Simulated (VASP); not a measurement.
Here is a VASP 6.6.1 calculation.

INCAR

```
PREC = Accurate ; ENCUT = 520
EDIFF = 1E-8 ; ISMEAR = -1
SIGMA = 0.15 ; LREAL = False
LASPH = True ; NELM = 60
ALGO = Normal ; ISIF = 2
LWAVE = False ; LCHARG = True
GGA = CA ; NBANDS = 18
IBRION = 8 ; NSW = 1
```

The input KPOINTS:

```
Automatic mesh
0
Gamma
  10 10 10
```

File POSCAR:

```
GaIr
1.0
    3.0040000000      0.0000000000      0.0000000000
    0.0000000000      3.0040000000      0.0000000000
    0.0000000000      0.0000000000      3.0040000000
Ga Ir
1 1
Direct
    0.0000000000      0.0000000000      0.0000000000
    0.5000000000      0.5000000000      0.5000000000
```

Potentials or basis: VASP PAW LDA potentials, release 64 (Ga_d, Ir).

The run is started by

```console
$ cat potpaw_LDA.64/Ga_d/POTCAR potpaw_LDA.64/Ir/POTCAR > POTCAR
$ mpirun -np 1 vasp_std > vasp.out
```

Task: What does it give for the highest phonon frequency at Γ?

Result: 182 cm⁻¹.

Phonon frequencies in cm⁻¹ (negative: imaginary):
| q point | frequencies |
| --- | --- |
| (0.000, 0.000, 0.000) | 0 0 0 182 182 182 |
